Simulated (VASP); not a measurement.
Here is a VASP 6.6.1 calculation.

The input INCAR:

```
  PREC = Accurate
  ENCUT = 500
  EDIFF = 1E-6
  ISMEAR = -1
  SIGMA = 0.15
  LREAL = F
  LASPH = T
  NELM = 120
  ALGO = Normal
  ISIF = 2
  LWAVE = F
  LCHARG = F
  GGA = PE
  IVDW = 13
  NBANDS = 8
  GGA_COMPAT = F
```

KPOINTS

```
regular mesh
0
Gamma
  13 13 13
```

POSCAR

```
Si
1.0
   -1.6269150000      1.6269150000      1.3203300000
    1.6269150000     -1.6269150000      1.3203300000
    1.6269150000      1.6269150000     -1.3203300000
Si
1
Direct
    0.0000000000      0.0000000000      0.0000000000
```

Potentials or basis: VASP PAW PBE potentials, release 64 (Si).

Command:

```console
$ cat potpaw_PBE.64/Si/POTCAR > POTCAR
$ mpirun -np 1 vasp_std > vasp.out
```

Q: What does it give for the dispersion energy per atom?

A: -0.456 eV.

Q: Estimate the band gap on the k mesh.

A: Zero (band 2 reaches 20.27 eV, above the bottom of band 3 at 7.04 eV).

Q: Predict the pressure.

A: -1.3 GPa.

Stress tensor (GPa, compression positive):
```
-0.63  0.00  0.00
 0.00 -0.63  0.00
 0.00  0.00 -2.59
```

Caveat: pairwise dispersion overbinds metals, which lowers pressure and volume.
